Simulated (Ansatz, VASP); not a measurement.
One calculation of InAs, two programs

Contents of INCAR:

```
  PREC = Accurate
  ENCUT = 520
  EDIFF = 1E-7
  ISMEAR = 0
  SIGMA = 0.15
  LREAL = F
  LASPH = T
  NELM = 100
  ALGO = Normal
  ISIF = 2
  LWAVE = F
  LCHARG = T
  GGA = PE
  LELF = T
  LVHAR = T
  NBANDS = 46
```

File KPOINTS:

```
Automatic mesh
0
Gamma
  10 10 10
```

POSCAR

```
InAs
1.0
    6.1867593201      0.0000000000      0.0000000000
    0.0000000000     -6.1867593201      0.0000000000
    0.0000000000      0.0000000000     -6.1867593201
In As
4 4
Direct
    0.0000000000      0.0000000000      0.0000000000
    0.5000000000      0.5000000000      0.0000000000
    0.5000000000      0.0000000000      0.5000000000
    0.0000000000      0.5000000000      0.5000000000
    0.7500000000      0.7500000000      0.7500000000
    0.2500000000      0.2500000000      0.7500000000
    0.2500000000      0.7500000000      0.2500000000
    0.7500000000      0.2500000000      0.2500000000
```

Input for Ansatz:

```yaml
crystal:
  lattice:
    - [6.1867593201, 0.0, 0.0]
    - [0.0, -6.1867593201, 0.0]
    - [0.0, 0.0, -6.1867593201]
  atoms:
    - { symbol: In, position: [0.0, 0.0, 0.0] }
    - { symbol: In, position: [0.5, 0.5, 0.0] }
    - { symbol: In, position: [0.5, 0.0, 0.5] }
    - { symbol: In, position: [0.0, 0.5, 0.5] }
    - { symbol: As, position: [0.75, 0.75, 0.75] }
    - { symbol: As, position: [0.25, 0.25, 0.75] }
    - { symbol: As, position: [0.25, 0.75, 0.25] }
    - { symbol: As, position: [0.75, 0.25, 0.25] }
basis:
  ecutwfc: 420
kpoints:
  mp_grid: { grid: [10, 10, 10] }
hamiltonian:
  xc: pbe
scf:
  occupations: { method: gaussian, width: 0.15 }
output:
  forces: true
  stress: true
  eigenvalues: true
  write_density: true
  write_potential: true
  elf: true
  volumetric_format: npy
```

Alike in both runs: task single point; functional PBE; k mesh 10 × 10 × 10; occupations gaussian, width 0.15 eV; no spin polarisation.

```csv
,VASP,Ansatz
version,VASP 6.6.1,Ansatz 0.2.0
potentials or method,"VASP PAW PBE potentials, release 64 (In_d, As), cutoff 520 eV","scalar-relativistic, plane waves, PAW"
valence electrons in the cell,72,112
```

```csv
,VASP,Ansatz,Ansatz less VASP
gap on the k mesh at the Fermi level (eV),none,none,-
pressure (GPa),0.0,0.0,-0.04
```

A gap of «none» marks a metal or a gap that the smearing closes. VASP's potentials hold 72 valence electrons a cell and Ansatz's 112, so a difference there can come from the potentials and not from the codes.
